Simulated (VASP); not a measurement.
# BaTiO3 (Pm-3m) in VASP: settings compared

The runs below take BaTiO3 through electric field gradients, with PBE, LDA, PBEsol.

All numbers are computed with VASP 6.6.1; they aren't measurements. Logs are shortened: lines on timing, memory, paths and dates and some standing lists are left out, and cuts for length are marked.

## Step 1: The cell of the first run

Symmetry: Pm-3m, No. 221, cubic system. Conventional cell: a = 4.006 Å, b = 4.006 Å, c = 4.006 Å, α = 90.00°, β = 90.00°, γ = 90.00°. Ba (site symmetry m-3m) has 12 O at 2.83 Å and 8 Ti at 3.47 Å within 3.7 Å. Within 2.7 Å of Ti (site symmetry m-3m) lie 6 O at 2.00 Å. Within 2.7 Å of O (site symmetry 4/mmm) lie 2 Ti at 2.00 Å.

## Step 2: Electric field gradients, PBE

The input, INCAR:

```
PREC = Accurate ; ENCUT = 520
EDIFF = 1E-8 ; ISMEAR = -1
SIGMA = 0.02 ; LREAL = F
LASPH = T ; NELM = 60
ALGO = Normal ; ISIF = 2
LWAVE = F ; LCHARG = F
GGA = PE ; LEFG = T
NBANDS = 28
```

The input, KPOINTS:

```
Automatic mesh
0
Gamma
  8 8 8
```

The input, POSCAR:

```
BaTiO3
1.0
    4.0060000000      0.0000000000      0.0000000000
    0.0000000000      4.0060000000      0.0000000000
    0.0000000000      0.0000000000      4.0060000000
Ba Ti O
1 1 3
Direct
    0.5000000000      0.5000000000      0.5000000000
    0.0000000000      0.0000000000      0.0000000000
    0.5000000000      0.0000000000      0.0000000000
    0.0000000000      0.5000000000      0.0000000000
    0.0000000000      0.0000000000      0.5000000000
```

Potentials or basis: VASP PAW PBE potentials, release 64 (Ba_sv, Ti_sv, O).

Launch:

```bash
$ cat potpaw_PBE.64/Ba_sv/POTCAR potpaw_PBE.64/Ti_sv/POTCAR potpaw_PBE.64/O/POTCAR > POTCAR
$ mpirun -np 1 vasp_std > vasp.out
```

OUTCAR:

```text
PREC = Accurate
   ENCUT = 520
   EDIFF = 1E-8
   ISMEAR = -1
   LREAL = F
   LASPH = T
   NELM = 60
   ISIF = 2
   GGA = PE

 ion  position               nearest neighbor table
   1  0.500  0.500  0.500-   3 2.83   4 2.83   5 2.83   3 2.83   4 2.83   3 2.83   5 2.83   3 2.83
                             4 2.83   5 2.83   4 2.83   5 2.83   2 3.47   2 3.47   2 3.47   2 3.47
   2  0.000  0.000  0.000-   3 2.00   4 2.00   5 2.00   5 2.00   4 2.00   3 2.00   1 3.47   1 3.47
                             1 3.47   1 3.47   1 3.47   1 3.47   1 3.47   1 3.47
   3  0.500  0.000  0.000-   2 2.00   2 2.00   1 2.83   1 2.83   1 2.83   1 2.83
   4  0.000  0.500  0.000-   2 2.00   2 2.00   1 2.83   1 2.83   1 2.83   1 2.83
   5  0.000  0.000  0.500-   2 2.00   2 2.00   1 2.83   1 2.83   1 2.83   1 2.83

  LATTYP: Found a simple cubic cell.
 ALAT       =     4.0060000000

  Lattice vectors:

 A1 = (   4.0060000000,   0.0000000000,   0.0000000000)
 A2 = (   0.0000000000,   4.0060000000,   0.0000000000)
 A3 = (   0.0000000000,   0.0000000000,   4.0060000000)

Analysis of symmetry for initial positions (statically):
=====================================================================
 Subroutine PRICEL returns:
 Original cell was already a primitive cell.

 Routine SETGRP: Setting up the symmetry group for a
 simple cubic supercell.

 Subroutine GETGRP returns: Found 48 space group operations
 (whereof 48 operations were pure point group operations)
 out of a pool of 48 trial point group operations.

The static configuration has the point symmetry O_h .

Analysis of symmetry for dynamics (positions and initial velocities):
=====================================================================
 Subroutine PRICEL returns:
 Original cell was already a primitive cell.

 Routine SETGRP: Setting up the symmetry group for a
 simple cubic supercell.

 Subroutine GETGRP returns: Found 48 space group operations
 (whereof 48 operations were pure point group operations)
 out of a pool of 48 trial point group operations.

The dynamic configuration has the point symmetry O_h .

 Subroutine INISYM returns: Found 48 space group operations
 (whereof 48 operations are pure point group operations),
 and found     1 'primitive' translations

----------------------------------------------------------------------------------------

[... 145 lines left out ...]

 E-fermi :   4.3430     XC(G=0): -11.2464

 val. band max:        3.8138338722   @ k =   0.5000   0.5000   0.5000
 cond. band min:       5.5536940674   @ k =   0.0000   0.0000   0.0000
 fundamental gap:      1.7398601952
 Fermi energy:         4.3429943942

 k-point     1 :       0.0000    0.0000    0.0000
  band No.  band energies     occupation
      1     -52.8348      2.00000
      2     -29.0444      2.00000
      3     -29.0444      2.00000
      4     -29.0444      2.00000
      5     -21.0059      2.00000
      6     -13.0734      2.00000
[... 733 lines left out ...]
     27      11.9973      0.00000
     28      12.8048      0.00000

 [... further k-points ...]
[... 5 lines left out ...]
  --------------------------------------------------------------------------------------
  -------------------------------------------------------------------------------------
  Total        1.3729675      1.3729675      1.3729675      0.0000000     -0.0000000      0.0000000
  in kB       34.2166907     34.2166907     34.2166907      0.0000000     -0.0000000      0.0000000
  external PRESSURE =      34.2166907 kB  Pullay stress =       0.0000000 kB

 VOLUME and BASIS-vectors are now :
 -----------------------------------------------------------------------------
  energy-cutoff  :      520.00
  volume of cell :       64.29
      direct lattice vectors                 reciprocal lattice vectors
     4.006000000  0.000000000  0.000000000     0.249625562  0.000000000  0.000000000
     0.000000000  4.006000000  0.000000000     0.000000000  0.249625562  0.000000000
     0.000000000  0.000000000  4.006000000     0.000000000  0.000000000  0.249625562

 POSITION                                       TOTAL-FORCE (eV/Angst)
 -----------------------------------------------------------------------------------
      2.00300      2.00300      2.00300         0.000000      0.000000      0.000000
      0.00000      0.00000      0.00000         0.000000      0.000000      0.000000
      2.00300      0.00000      0.00000         0.000000      0.000000      0.000000
      0.00000      2.00300      0.00000         0.000000      0.000000      0.000000
      0.00000      0.00000      2.00300         0.000000      0.000000      0.000000
 -----------------------------------------------------------------------------------
    total drift:                                0.000000     -0.000000      0.000000

  FREE ENERGIE OF THE ION-ELECTRON SYSTEM (eV)
  ---------------------------------------------------
  free  energy   TOTEN  =       -39.9708192562 eV

  energy  without entropy=      -39.9708192562  energy(sigma->0) =      -39.97081926

 Electric field gradients (V/A^2)
---------------------------------------------------------------------
 ion       V_xx      V_yy      V_zz      V_xy      V_xz      V_yz
---------------------------------------------------------------------
   1       0.000     0.000    -0.000     0.000    -0.000     0.000
   2      -0.000    -0.000     0.000     0.000    -0.000    -0.000
   3      25.091   -12.545   -12.545    -0.000     0.000    -0.000
   4     -12.545    25.091   -12.545     0.000    -0.000    -0.000
   5     -12.545   -12.545    25.091     0.000     0.000     0.000
---------------------------------------------------------------------

 Electric field gradients after diagonalization (V/A^2)
 (convention: |V_zz| > |V_xx| > |V_yy|)
----------------------------------------------------------------------
 ion       V_xx      V_yy      V_zz     asymmetry (V_yy - V_xx)/ V_zz
----------------------------------------------------------------------
   1      -0.000     0.000     0.000       0.412
   2      -0.000     0.000    -0.000      -1.863
   3     -12.545   -12.545    25.091       0.000
   4     -12.545   -12.545    25.091       0.000
   5     -12.545   -12.545    25.091       0.000
----------------------------------------------------------------------

           NMR quadrupolar parameters

 Cq : quadrupolar parameter    Cq=e*Q*V_zz/h
 eta: asymmetry parameters     (V_yy - V_xx)/ V_zz
 Q  : nuclear electric quadrupole moment in mb (millibarn)
----------------------------------------------------------------------
 ion       Cq(MHz)       eta       Q (mb)
----------------------------------------------------------------------
   1       0.000       0.412       1.000
   2      -0.000      -1.863       1.000
   3       0.061       0.000       1.000
   4       0.061       0.000       1.000
   5       0.061       0.000       1.000
----------------------------------------------------------------------
```

OSZICAR:

```text
N       E                     dE             d eps       ncg     rms          rms(c)
DAV:   1     0.424705474209E+03    0.42471E+03   -0.20496E+04  1960   0.152E+03
DAV:   2    -0.102038779593E+02   -0.43491E+03   -0.41437E+03  2292   0.417E+02
DAV:   3    -0.490753770092E+02   -0.38871E+02   -0.38526E+02  2328   0.130E+02
[... 11 lines left out ...]
DAV:  15    -0.399708198723E+02   -0.10221E-05   -0.46936E-06  2580   0.191E-02    0.799E-03
DAV:  16    -0.399708191721E+02    0.70017E-06   -0.24263E-06  2288   0.163E-02    0.509E-04
DAV:  17    -0.399708192495E+02   -0.77448E-07   -0.74251E-08  2576   0.173E-03    0.657E-04
DAV:  18    -0.399708192653E+02   -0.15750E-07   -0.33555E-09  1360   0.560E-04    0.446E-04
DAV:  19    -0.399708192562E+02    0.90722E-08   -0.92063E-09  1512   0.905E-04
   1 F= -.39970819E+02 E0= -.39970819E+02  d E =-.490711E-13
```

Run time: 78 s. Hardware: 1 thread of Intel Xeon Platinum 8488C (Sapphire Rapids), shared host; peak memory 0.2 GiB.

Results:

```
Free energy            : -39.9708 eV
Pressure               : 3.4 GPa
Band gap on the k mesh : 1.74 eV, indirect (least direct gap 1.89 eV)
```

Levels at points of the mesh, in eV from the valence-band top:
```
           k point  band 17  band 18  band 19  band 20  band 21  band 22  band 23  band 24
(0.00, 0.00, 0.00)    -1.09    -0.15    -0.15    -0.15     1.74     1.74     1.74     3.88
(0.50, 0.00, 0.00)    -1.83    -1.83    -0.71    -0.71     1.90     3.47     3.47     3.89
(0.50, 0.50, 0.00)    -1.72    -0.87    -0.87    -0.09     3.48     3.48     3.89     4.73
(0.50, 0.50, 0.50)    -2.41     0.00     0.00     0.00     4.14     4.14     4.14     6.71
```

Electric field gradients, principal values (V/Å²):
| atom | least | middle | greatest (by size) |
| --- | --- | --- | --- |
| 1 Ba | 0.000 | 0.000 | 0.000 |
| 2 Ti | 0.000 | 0.000 | 0.000 |
| 3 O | -12.545 | -12.545 | 25.091 |
| 4 O | -12.545 | -12.545 | 25.091 |
| 5 O | -12.545 | -12.545 | 25.091 |

Caveat: without QUAD_EFG the Cq values of the log hold for a quadrupole moment of 1 mb, not for the nuclei; spin-orbit coupling is left out, which moves the levels of the heavy elements. A k mesh can miss the band edges.

[end of part 1 of 3]
